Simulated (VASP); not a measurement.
A run of VASP 6.6.1 is set up as follows.

INCAR

```
ALGO = Normal ; DIPOL = 0.5 0.5 0.237
EDIFF = 1E-6 ; ENCUT = 520
GGA = PE ; IDIPOL = 3
ISIF = 2 ; ISMEAR = 0
ISPIN = 2 ; IVDW = 12
LASPH = True ; LCHARG = True
LDIPOL = True ; LELF = True
LORBIT = 11 ; LREAL = False
LVACPOTAV = True ; LVHAR = True
LWAVE = False ; MAGMOM = 0 0 0 0 0 0 0 0 1
NBANDS = 30 ; NELM = 150
PREC = Accurate ; SIGMA = 0.1
```

File KPOINTS:

```
k-points
0
Gamma
  6 6 1
```

Contents of POSCAR:

```
HC8
1.0
    4.9313048824     -0.0000000001      0.0000000000
   -2.4656524412      4.2706353020      0.0000000000
    0.0000000000      0.0000000000     17.0000331944
C H
8 1
Direct
    0.3333333333      0.1666666667      0.2352956108
    0.3333333333      0.6666666667      0.2352956108
    0.8333333333      0.1666666667      0.2352956108
    0.8333333333      0.6666666667      0.2352956108
    0.1666666667      0.3333333333      0.2352936582
    0.1666666667      0.8333333333      0.2352936582
    0.6666666667      0.3333333333      0.2352936582
    0.6666666667      0.8333333333      0.2352936582
    0.5000000000      0.1666666667      0.2500014645
```

Potentials or basis: VASP PAW PBE potentials, release 64 (C, H).

Launch:

```sh
$ cat potpaw_PBE.64/C/POTCAR potpaw_PBE.64/H/POTCAR > POTCAR
$ mpirun -np 1 vasp_std > vasp.out
```

Problem. Estimate the largest force.

Solution. 19.896 eV/Å.

Problem. Estimate the net moment.

Solution. 0.00 μB per cell.

Problem. Estimate the dispersion energy per atom.

Solution. -0.081 eV.

Forces in eV/Å, atoms in the order of the input:
```
C   -18.421  -1.378  -6.363
C     0.130  -0.070  -0.031
C     1.611  -0.541  -0.334
C    -0.616   0.855   0.388
C    -0.433   0.961   0.388
C    -0.337  -1.666  -0.334
C    10.403  15.264  -6.363
C    -0.004  -0.147  -0.031
H     7.667 -13.279  12.678
```
